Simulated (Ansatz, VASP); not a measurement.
# BaTe: VASP beside Ansatz

```
Ba Te
1.0
     0.00000    3.36391    3.36391
     3.36391    0.00000    3.36391
     3.36391    3.36391    0.00000
Ba Te
1 1
Cartesian
  0.0000 0.0000 0.0000
  3.3639 3.3639 3.3639
```

Change from the starting cell: volume scaled by 0.96.

Alike in both runs: task single point; functional PBE; k mesh 7 × 7 × 7; occupations fermi-dirac, width 0.05 eV; no spin polarisation.

|  | VASP | Ansatz |
| --- | --- | --- |
| version | VASP 6.6.1 | Ansatz 0.2.0 |
| potentials or method | VASP PAW PBE potentials, release 64 (Ba_sv, Te), cutoff 520 eV | all-electron LAPW, scalar-relativistic |

Ansatz gave:

| Property | Result |
| --- | --- |
| gap on the k mesh at the Fermi level (eV) | 1.38 |
| least direct gap on the mesh (eV) | 1.71 |
| pressure (GPa) | 5.8 |

What did VASP give for the same quantities?

gap on the k mesh at the Fermi level (eV): 1.27; least direct gap on the mesh (eV): 1.65; pressure (GPa): 6.3.

Ansatz ran all-electron here, and VASP with PAW potentials.

Spin-orbit coupling is off throughout.
